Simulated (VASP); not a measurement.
# B4Pd (P-6m2) in VASP: a series of runs

Runs on B4Pd. Level: PBE. Tasks: single point, relaxation of cell and atoms.

Everything below comes from runs of VASP 6.6.1. Logs are shortened: lines on timing, memory, paths and dates and some standing lists are left out, and cuts for length are marked.

### 1 The cell of the first run

The structure is hexagonal, space group P-6m2 (No. 187). Conventional cell: a = 3.009 Å, b = 3.009 Å, c = 5.945 Å, α = 90.00°, β = 90.00°, γ = 120.00°. Within 2.3 Å of B (site symmetry 3m) lie 4 B at 1.75 to 2.08 Å. Within 2.3 Å of B (site symmetry 3m) lie 4 B at 1.70 to 1.75 Å and 1 Pd at 2.12 Å. Pd (site symmetry -6m2) has 8 B at 2.12 to 2.60 Å within 2.8 Å.

### 2 Single point, PBE

INCAR

```
SYSTEM = B4Pd
PREC = Accurate ; ENCUT = 520
EDIFF = 1E-6 ; ISMEAR = 0
SIGMA = 0.1 ; LREAL = .FALSE.
LASPH = .TRUE. ; NELM = 80
ALGO = Normal ; ISIF = 2
LWAVE = .FALSE. ; LCHARG = .TRUE.
GGA = PE ; LELF = .TRUE.
LVHAR = .TRUE. ; NBANDS = 19
```

KPOINTS

```
Automatic mesh
0
G
  6 6 4
  0 0 0
```

POSCAR

```
B4Pd
1.0
    3.0085595785      0.0000000027      0.0000000000
   -1.5042797916      2.6054890225      0.0000000000
    0.0000000000      0.0000000000      5.9447495021
B Pd
4 1
Direct
    0.0000000000      0.0000000000      0.3250694122
    0.0000000000      0.0000000000      0.6749305878
    0.3333333333      0.6666666667      0.6431354947
    0.3333333333      0.6666666667      0.3568645053
    0.3333333333      0.6666666667      0.0000000000
```

Potentials or basis: VASP PAW PBE potentials, release 64 (B, Pd).

Started as:

```bash
$ cat potpaw_PBE.64/B/POTCAR potpaw_PBE.64/Pd/POTCAR > POTCAR
$ mpirun -np 1 vasp_std > vasp.out
```

OUTCAR:

```text
SYSTEM = B4Pd
   PREC = Accurate
   ENCUT = 520
   EDIFF = 1E-6
   ISMEAR = 0
   LREAL = .FALSE.
   LASPH = .TRUE.
   NELM = 80
   ISIF = 2
   GGA = PE

 ion  position               nearest neighbor table
   1  0.000  0.000  0.325-   4 1.75   4 1.75   4 1.75   2 2.08   5 2.60   5 2.60   5 2.60
   2  0.000  0.000  0.675-   3 1.75   3 1.75   3 1.75   1 2.08   5 2.60   5 2.60   5 2.60
   3  0.333  0.667  0.643-   4 1.70   2 1.75   2 1.75   2 1.75   5 2.12
   4  0.333  0.667  0.357-   3 1.70   1 1.75   1 1.75   1 1.75   5 2.12
   5  0.333  0.667  0.000-   3 2.12   4 2.12   1 2.60   2 2.60   1 2.60   2 2.60   1 2.60   2 2.60

  LATTYP: Found a hexagonal cell.
 ALAT       =     3.0085595785
 C/A-ratio  =     1.9759454141

  Lattice vectors:

 A1 = (   3.0085595785,   0.0000000027,   0.0000000000)
 A2 = (  -1.5042797916,   2.6054890225,   0.0000000000)
 A3 = (   0.0000000000,   0.0000000000,   5.9447495021)

Analysis of symmetry for initial positions (statically):
=====================================================================
 Subroutine PRICEL returns:
 Original cell was already a primitive cell.

 Routine SETGRP: Setting up the symmetry group for a
 hexagonal supercell.

 Subroutine GETGRP returns: Found 12 space group operations
 (whereof 12 operations were pure point group operations)
 out of a pool of 24 trial point group operations.

The static configuration has the point symmetry D_3h.

Analysis of symmetry for dynamics (positions and initial velocities):
=====================================================================
 Subroutine PRICEL returns:
 Original cell was already a primitive cell.

 Routine SETGRP: Setting up the symmetry group for a
 hexagonal supercell.

 Subroutine GETGRP returns: Found 12 space group operations
 (whereof 12 operations were pure point group operations)
 out of a pool of 24 trial point group operations.

The dynamic configuration has the point symmetry D_3h.

 Subroutine INISYM returns: Found 12 space group operations
 (whereof 12 operations are pure point group operations),
 and found     1 'primitive' translations

----------------------------------------------------------------------------------------

                                     Primitive cell

  volume of cell :      46.5995

  direct lattice vectors                    reciprocal lattice vectors
     3.008559578  0.000000003  0.000000000     0.332384975  0.191902555  0.000000000
    -1.504279792  2.605489023  0.000000000    -0.000000000  0.383805109  0.000000000
     0.000000000  0.000000000  5.944749502     0.000000000  0.000000000  0.168215667

  length of vectors
     3.008559578  3.008559579  5.944749502     0.383805109  0.383805109  0.168215667

  position of ions in fractional coordinates (direct lattice)
     0.000000000  0.000000000  0.325069412
     0.000000000  0.000000000  0.674930588
     0.333333333  0.666666667  0.643135495
     0.333333333  0.666666667  0.356864505
     0.333333333  0.666666667  0.000000000

  ion indices of the primitive-cell ions
   primitive index   ion index
                 1           1
                 2           2
                 3           3
                 4           4
                 5           5

----------------------------------------------------------------------------------------

 KPOINTS: Automatic mesh

Automatic generation of k-mesh.
 Grid dimensions read from file:
 generate k-points for:    6    6    4

 Generating k-lattice:

  Cartesian coordinates                     Fractional coordinates (reciprocal lattice)
     0.055397496  0.031983759  0.000000000     0.166666667  0.000000000  0.000000000
    -0.000000000  0.063967518  0.000000000     0.000000000  0.166666667  0.000000000
     0.000000000  0.000000000  0.042053917     0.000000000  0.000000000  0.250000000

  Length of vectors
     0.063967518  0.063967518  0.042053917

  Shift w.r.t. Gamma in fractional coordinates (k-lattice)
     0.000000000  0.000000000  0.000000000

 Subroutine IBZKPT returns following result:
 ===========================================

 Found     21 irreducible k-points:

 Following reciprocal coordinates:
            Coordinates               Weight
  0.000000  0.000000  0.000000      1.000000
  0.166667  0.000000  0.000000      6.000000
  0.333333  0.000000  0.000000      6.000000
  0.500000  0.000000  0.000000      3.000000
  0.166667  0.166667  0.000000      6.000000
  0.333333  0.166667  0.000000     12.000000
[... 13 lines left out ...]
  0.333333  0.166667  0.500000     12.000000
  0.333333  0.333333  0.500000      2.000000
   k-points           NKPTS =     21   k-points in BZ     NKDIM =     21   number of bands    NBANDS=     19
   number of dos      NEDOS =    301   number of ions     NIONS =      5
   total plane-waves  NPLWV =  27648
   dimension x,y,z NGX =    24 NGY =   24 NGZ =   48
   dimension x,y,z NGXF=    48 NGYF=   48 NGZF=   96
   ions per type =               4   1
   NGX,Y,Z   is equivalent  to a cutoff of  13.26, 13.26, 13.42 a.u.
   NGXF,Y,Z  is equivalent  to a cutoff of  26.52, 26.52, 26.85 a.u.
 SYSTEM =  B4Pd
   PREC   = accura    normal or accurate (medium, high low for compatibility)
   ISTART =      0    job   : 0-new  1-cont  2-samecut
   ICHARG =      2    charge: 1-file 2-atom 10-const
   ISPIN  =      1    spin polarized calculation?
   LNONCOLLINEAR =      F non collinear calculations
   LSORBIT =      F    spin-orbit coupling
   LASPH  =      T    aspherical Exc in radial PAW
   ENCUT  =  520.0 eV  38.22 Ry    6.18 a.u.   5.59  5.59 11.05*2*pi/ulx,y,z
   NELM   =     80;   NELMIN=  2; NELMDL= -5     # of ELM steps
   EDIFF  = 0.1E-05   stopping-criterion for ELM
   LREAL  =      F    real-space projection
   EDIFFG = 0.1E-04   stopping-criterion for IOM
   NSW    =      0    number of steps for IOM
   IBRION =     -1    ionic relax: 0-MD 1-quasi-New 2-CG
   NFREE  =      0    steps in history (QN), initial steepest desc. (CG)
   ISIF   =      2    stress and relaxation
   ISYM   =      2    0-nonsym 1-usesym 2-fastsym
   POTIM  = 0.5000    time-step for ionic-motion
   TEBEG  =    0.0;   TEEND  =   0.0 temperature during run
   PSTRESS=    0.0 pullay stress
   NELECT =      22.0000    total number of electrons
   NUPDOWN=      -1.0000    fix difference up-down
   EMIN   =  10.00;   EMAX   =-10.00  energy-range for DOS
   EFERMI =   0.00;   METHOD = LEGACY
   ISMEAR =     0;   SIGMA  =   0.10  broadening in eV -4-tet -1-fermi 0-gaus
   EFERMI_NEDOS =   21; number of points for ismear=-14 and -15
   IALGO  =     38    algorithm
   IMIX   =      4    mixing-type and parameters
     AMIX     =   0.40;   BMIX     =  1.00
     AMIX_MAG =   1.60;   BMIX_MAG =  1.00
  volume/ion in A,a.u.               =       9.32        62.89
  Fermi-wavevector in a.u.,A,eV,Ry     =   1.274741  2.408911 22.108982  1.624964
  Thomas-Fermi vector in A             =   2.407492
   LORBIT       =      0    0 simple, 1 ext, 2 COOP (PROOUT), +10 PAW based schemes
   GGA     = PE    functional components
   LHFCALC =     F    Hartree Fock is set to
   AEXX    =    0.0000 exact exchange contribution
   IVDW    =     0    specifies the selected vdW correction
   LEPSILON=     F    determine dielectric tensor
   LRPA    =     F    only Hartree local field effects (RPA)
 non-spin polarized calculation
 Gauss-broadening in eV      SIGMA  =   0.10
  energy-cutoff  :      520.00
  volume of cell :       46.60
 maximum number of plane-waves:      1276
 NGX is ok and might be reduce to    24
   NGX = 11   NGY = 11   NGZ = 23

 number of electron      21.9999999 magnetization

 Free energy of the ion-electron system (eV)
  ---------------------------------------------------
  ext. energy  EPLUGINS =         0.00000000
  ---------------------------------------------------
  free energy    TOTEN  =       -29.64618842 eV

  energy without entropy =      -29.62917381  energy(sigma->0) =      -29.63768111

 E-fermi :   6.6754     XC(G=0): -11.8940

 val. band max:        6.6535525972   @ k =   0.0000   0.0000   0.5000
 cond. band min:       6.6792307919   @ k =   0.1667   0.1667   0.0000
 fundamental gap:      0.0256781947
 Fermi energy:         6.6753535006

 k-point     1 :       0.0000    0.0000    0.0000
  band No.  band energies     occupation
      1      -7.0663      2.00000
      2      -2.9312      2.00000
      3      -0.6515      2.00000
      4       1.7744      2.00000
      5       3.7615      2.00000
      6       3.7615      2.00000
[... 11 lines left out ...]
     18      16.2182      0.00000
     19      16.2182      0.00000

 k-point     2 :       0.1667    0.0000    0.0000
  band No.  band energies     occupation
      1      -6.5935      2.00000
      2      -2.5565      2.00000
      3      -0.1397      2.00000
      4       1.9951      2.00000
      5       3.3247      2.00000
      6       3.5424      2.00000
[... 11 lines left out ...]
     18      15.6770      0.00000
     19      17.3134      0.00000

 k-point     3 :       0.3333    0.0000    0.0000
  band No.  band energies     occupation
      1      -5.2114      2.00000
      2      -1.4717      2.00000
      3       0.1945      2.00000
      4       1.1095      2.00000
      5       2.2553      2.00000
      6       2.4420      2.00000
[... 11 lines left out ...]
     18      17.3842      0.00000
     19      18.1992      0.00000

 k-point     4 :       0.5000    0.0000    0.0000
  band No.  band energies     occupation
      1      -3.5185      2.00000
      2      -2.1379      2.00000
      3      -0.1848      2.00000
      4       0.8024      2.00000
      5       1.7598      2.00000
      6       2.2455      2.00000
[... 341 lines left out ...]
     18      16.8465      0.00000
     19      18.7908      0.00000

 k-point    20 :       0.3333    0.1667    0.5000
  band No.  band energies     occupation
      1      -3.7494      2.00000
      2      -1.2128      2.00000
      3      -1.0666      2.00000
      4       1.4076      2.00000
      5       1.4096      2.00000
      6       2.5997      2.00000
[... 11 lines left out ...]
     18      17.7887      0.00000
     19      18.4806      0.00000

 k-point    21 :       0.3333    0.3333    0.5000
  band No.  band energies     occupation
      1      -2.0471      2.00000
      2      -2.0240      2.00000
      3      -0.2992      2.00000
      4      -0.1099      2.00000
      5       1.0564      2.00000
      6       2.6758      2.00000
[... 11 lines left out ...]
     18      17.3856      0.00000
     19      17.9594      0.00000

------------------------ aborting loop because EDIFF is reached ----------------------------------------

  FORCE on cell =-STRESS in cart. coord.  units (eV):
  Direction    XX          YY          ZZ          XY          YZ          ZX
  --------------------------------------------------------------------------------------
  -------------------------------------------------------------------------------------
  Total       -0.0133139     -0.0133139      0.0456551      0.0000000      0.0000000      0.0000000
  in kB       -0.4577552     -0.4577552      1.5697075      0.0000000      0.0000000      0.0000000
  external PRESSURE =       0.2180657 kB  Pullay stress =       0.0000000 kB

 VOLUME and BASIS-vectors are now :
 -----------------------------------------------------------------------------
  energy-cutoff  :      520.00
  volume of cell :       46.60
      direct lattice vectors                 reciprocal lattice vectors
     3.008559578  0.000000003  0.000000000     0.332384975  0.191902555  0.000000000
    -1.504279792  2.605489023  0.000000000    -0.000000000  0.383805109  0.000000000
     0.000000000  0.000000000  5.944749502     0.000000000  0.000000000  0.168215667

 POSITION                                       TOTAL-FORCE (eV/Angst)
 -----------------------------------------------------------------------------------
      0.00000      0.00000      1.93246        -0.000000      0.000000     -0.023939
      0.00000      0.00000      4.01229        -0.000000      0.000000      0.023939
     -0.00000      1.73699      3.82328         0.000000     -0.000000      0.010352
     -0.00000      1.73699      2.12147        -0.000000     -0.000000     -0.010352
     -0.00000      1.73699      0.00000        -0.000000     -0.000000      0.000000
 -----------------------------------------------------------------------------------
    total drift:                                0.000000     -0.000000     -0.000000

  FREE ENERGIE OF THE ION-ELECTRON SYSTEM (eV)
  ---------------------------------------------------
  free  energy   TOTEN  =       -29.6461884155 eV

  energy  without entropy=      -29.6291738108  energy(sigma->0) =      -29.63768111
```

It took 20 s on 1 thread of Intel Xeon 6975P-C, shared host; peak memory 0.17 GiB.

Results:

```
Free energy            : -29.6462 eV
Pressure               : 0.0 GPa
Largest force          : 0.024 eV/Å
Band gap on the k mesh : zero (band 11 reaches 9.20 eV, above the bottom of band 12 at 5.82 eV)
```

Forces in eV/Å, atoms in the order of the input:
```
B    0.000  0.000 -0.024
B    0.000  0.000  0.024
B    0.000  0.000  0.010
B    0.000  0.000 -0.010
Pd   0.000  0.000  0.000
```

Caveat: the k points lie up to 0.40 Å⁻¹ apart.

### 3 Single point, PBE

This run uses another cell than the first one, of 9.90 Å³/atom, 1.062 times its volume.

INCAR

```
SYSTEM = B4Pd
PREC = Accurate ; ENCUT = 520
EDIFF = 1E-7 ; ISMEAR = 0
SIGMA = 0.1 ; LREAL = .False.
LASPH = .True. ; NELM = 60
ALGO = Normal ; ISIF = 2
LWAVE = .False. ; LCHARG = .False.
GGA = PE ; NBANDS = 19
```

KPOINTS

```
regular mesh
0
Gamma
  6 6 4
  0 0 0
```

POSCAR

```
B4Pd
1.0
    3.2168769500      0.0000000000      0.0000000000
   -1.6084384800      2.7858971600      0.0000000000
    0.0000000000      0.0000000000      5.5246011600
B Pd
4 1
Direct
    0.0000000000      0.0000000000      0.3287710700
    0.0000000000      0.0000000000      0.6712289300
    0.3333333300      0.6666666700      0.6184758300
    0.3333333300      0.6666666700      0.3815241700
    0.3333333300      0.6666666700      0.0000000000
```

Potentials or basis: VASP PAW PBE potentials, release 64 (B, Pd).

Started as:

```bash
$ cat potpaw_PBE.64/B/POTCAR potpaw_PBE.64/Pd/POTCAR > POTCAR
$ mpirun -np 1 vasp_std > vasp.out
```

It took 17 s on 1 thread of Intel Xeon 6975P-C, shared host; peak memory 0.17 GiB.

The run converged. Its results:

- Free energy: -27.0831 eV
- Pressure: 7.4 GPa
- Largest force: 14.393 eV/Å
- Band gap on the k mesh: zero (band 11 reaches 7.44 eV, above the bottom of band 12 at 5.59 eV)

Forces in eV/Å, atoms in the order of the input:
```
B     0.000   0.000  -1.809
B     0.000   0.000   1.809
B     0.000   0.000  14.393
B     0.000   0.000 -14.393
Pd    0.000   0.000   0.000
```

Stress tensor (GPa, compression positive):
```
-20.17   0.00   0.00
  0.00 -20.17   0.00
  0.00   0.00  62.63
```

Levels at points of the mesh, in eV from the Fermi level:
```tsv
k point	band 9	band 10	band 11	band 12	band 13	band 14
(0.00, 0.00, 0.00)	-2.48	-2.48	-0.09	2.60	2.60	3.89
(0.50, 0.00, 0.00)	-1.91	-1.60	-0.69	-0.41	1.48	2.55
(0.00, 0.00, 0.50)	-1.44	-1.44	0.16	1.84	1.92	1.92
(0.50, 0.00, 0.50)	-2.02	-1.64	-0.96	-0.23	1.27	3.14
```

Caveat: the k points lie up to 0.38 Å⁻¹ apart; forces of over 1 eV/Å act on the atoms, so gaps and moduli don't describe the material at rest.

### 4 Relaxation of cell and atoms, PBE

This run uses another cell than the first one, of 9.90 Å³/atom, 1.062 times its volume.

INCAR

```
PREC = Accurate
ENCUT = 600
EDIFF = 1E-6
ISMEAR = 0
SIGMA = 0.1
LREAL = False
LASPH = True
NELM = 80
ALGO = Normal
ISIF = 3
LWAVE = False
LCHARG = False
GGA = PE
IBRION = 2
NSW = 90
EDIFFG = -0.04
```

KPOINTS

```
regular mesh
0
Gamma
  6 6 4
```

POSCAR is that of step 3.

Started as:

```bash
$ cat potpaw_PBE.64/B/POTCAR potpaw_PBE.64/Pd/POTCAR > POTCAR
$ mpirun -np 1 vasp_std > vasp.out
```

Wall time 3 min (1 thread of Intel Xeon 6975P-C, shared host); peak memory 0.21 GiB.

The run converged. Its results:

| Item | Value |
| --- | --- |
| Free energy | -29.6502 eV |
| Relaxed volume | 9.31 Å³/atom |
| Relaxed cell | a = 3.008 Å, b = 3.008 Å, c = 5.943 Å, α = 90.00°, β = 90.00°, γ = 120.00° |
| Space group after relaxing (to 0.05 Å) | P-6m2 (No. 187) |
| Energy gained by relaxing | 512.7 meV/atom |
| Ionic steps | 13 |
| Pressure after relaxing | 0.1 GPa |
| Largest force after relaxing | 0.036 eV/Å |
| Band gap on the k mesh | zero (band 11 reaches 9.22 eV, above the bottom of band 12 at 5.81 eV) |

Forces in eV/Å, atoms in the order of the input:
```
B    0.000  0.000  0.036
B    0.000  0.000 -0.036
B    0.000  0.000  0.015
B    0.000  0.000 -0.015
Pd   0.000  0.000  0.000
```

Stress tensor (GPa, compression positive):
```
0.15 0.00 0.00
0.00 0.15 0.00
0.00 0.00 0.04
```

The path:
```csv
step,energy change (eV),largest force (eV/Å),pressure (GPa),volume (Å³)
1,0.0000,14.3940,7.41,49.51
2,2.7067,11.5969,27.37,51.89
3,0.4274,6.8624,11.00,51.38
4,-0.3217,5.8709,4.46,51.11
5,-1.7396,3.8009,-6.54,50.38
6,-2.0592,1.1446,-6.93,49.97
7,-2.5521,0.2849,-2.87,47.37
8,-2.5577,0.2198,-1.89,47.08
9,-2.5579,0.2068,-1.69,47.02
10,-2.5628,0.0746,0.55,46.44
11,-2.5631,0.0494,0.09,46.54
12,-2.5631,0.0482,0.18,46.53
13,-2.5634,0.0358,0.11,46.56
```

Final structure:
```xyz
5
Lattice="3.0077 0.0000 0.0000 -1.5038 2.6047 0.0000 0.0000 0.0000 5.9429" Properties=species:S:1:pos:R:3 pbc="T T T"
B     0.0000    0.0000    1.9192
B     0.0000    0.0000    4.0237
B     0.0000    1.7365    3.8208
B     0.0000    1.7365    2.1221
Pd    0.0000    1.7365    5.9429
```

Levels at points of the mesh, in eV from the Fermi level:
| k point | band 8 | band 9 | band 10 | band 11 | band 12 | band 13 | band 14 | band 15 |
| --- | --- | --- | --- | --- | --- | --- | --- | --- |
| (0.00, 0.00, 0.00) | -2.68 | -0.51 | -0.51 | 2.54 | 2.54 | 3.24 | 4.38 | 6.47 |
| (0.50, 0.00, 0.00) | -3.09 | -1.40 | -1.12 | -1.10 | 0.81 | 0.90 | 4.82 | 6.14 |
| (0.00, 0.00, 0.50) | -2.88 | -0.04 | 0.14 | 0.14 | 1.97 | 1.97 | 4.85 | 6.58 |
| (0.50, 0.00, 0.50) | -1.71 | -1.27 | -1.16 | -0.84 | -0.47 | 2.56 | 2.76 | 5.13 |

Caveat: the k points lie up to 0.40 Å⁻¹ apart in the final cell.

(Continued in part 2 of 2.)
